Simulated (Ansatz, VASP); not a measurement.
**One calculation of AlP, two programs**

```xyz
2
Lattice="0.0000 2.7348 2.7348 2.7348 0.0000 2.7348 2.7348 2.7348 0.0000" Properties=species:S:1:pos:R:3 pbc="T T T"
Al    0.0000    0.0000    0.0000
P     1.3674    1.3674    1.3674
```

Alike in both runs: functional PBEsol; k mesh 10 × 10 × 10; occupations gaussian, width 0.02 eV; no spin polarisation.

Ansatz relaxed the structure, and its values are those at the end. VASP's run is a single point on that final structure, the one shown.

|  | VASP | Ansatz |
| --- | --- | --- |
| version | VASP 6.6.1 | Ansatz 0.2.0 |
| potentials or method | VASP PAW PBE potentials, release 64 (Al, P), cutoff 500 eV | scalar-relativistic, plane waves, PAW |
| valence electrons in the cell | 8 | 8 |

```tsv
	VASP	Ansatz	Ansatz less VASP
gap on the k mesh at the Fermi level (eV)	1.45	1.45	+0.003
least direct gap on the mesh (eV)	3.16	3.15	-0.006
pressure (GPa)	0.1	0.0	-0.03
```

VASP's potentials were made for PBE, not for PBEsol. With one functional, cell and mesh, what is left measures potentials, basis and numerics.
